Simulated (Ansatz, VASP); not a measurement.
# One calculation of SnTe2, two programs

File INCAR:

```
SYSTEM = SnTe2
ALGO = Normal
EDIFF = 1E-6
ENCUT = 500
GGA = PE
GGA_COMPAT = .False.
ISIF = 2
ISMEAR = 0
LASPH = .True.
LCHARG = .False.
LREAL = .False.
LWAVE = .False.
NBANDS = 20
NELM = 120
PREC = Accurate
SIGMA = 0.5
```

Contents of KPOINTS:

```
k-points
0
Gamma
  6 6 6
  0 0 0
```

File POSCAR:

```
SnTe2
1.0
    2.0883103927      1.2056865674      6.2909642825
   -2.0883103927      1.2056865674      6.2909642825
    0.0000000000     -2.4113731348      6.2909642825
Sn Te
1 2
Direct
    0.0000000000      0.0000000000      0.0000000000
    0.2413664390      0.2413664390      0.2413664390
    0.7586335610      0.7586335610      0.7586335610
```

Input for Ansatz:

```yaml
crystal:
  lattice:
    - [2.0883103927, 1.2056865674, 6.2909642825]
    - [-2.0883103927, 1.2056865674, 6.2909642825]
    - [0.0, -2.4113731348, 6.2909642825]
  atoms:
    - { symbol: Sn, position: [0.0, 0.0, 0.0] }
    - { symbol: Te, position: [0.241366439, 0.241366439, 0.241366439] }
    - { symbol: Te, position: [0.758633561, 0.758633561, 0.758633561] }
kpoints:
  mp_grid: { grid: [6, 6, 6] }
hamiltonian:
  xc: pbe
scf:
  occupations: { method: gaussian, width: 0.5 }
  n_extra_bands: 4
output:
  forces: true
  stress: true
  eigenvalues: true
```

Alike in both runs: task single point; functional PBE; k mesh 6 × 6 × 6; occupations gaussian, width 0.5 eV; no spin polarisation.

```csv
,VASP,Ansatz
version,VASP 6.6.1,Ansatz 0.2.0
potentials or method,"VASP PAW PBE potentials, release 64 (Sn_d, Te)",plane waves
plane-wave cutoff (eV),500,420
valence electrons in the cell,26,46
```

Ansatz gave:

| Quantity | Value |
| --- | --- |
| pressure (GPa) | 2.3 |
| traceless stress, the component that is largest in VASP (GPa) | 0.44 |
| rms of the force components (eV/Å) | 0.199 |

Task: Which values does VASP return?

Result: Pressure (GPa): 2.3; traceless stress, the component that is largest in VASP (GPa): 0.44; rms of the force components (eV/Å): 0.204.

Atom by atom the forces differ by 0.005 eV/Å (rms over components). VASP's potentials hold 26 valence electrons a cell and Ansatz's 46, so a difference there can come from the potentials and not from the codes.

Spin-orbit coupling is off throughout.
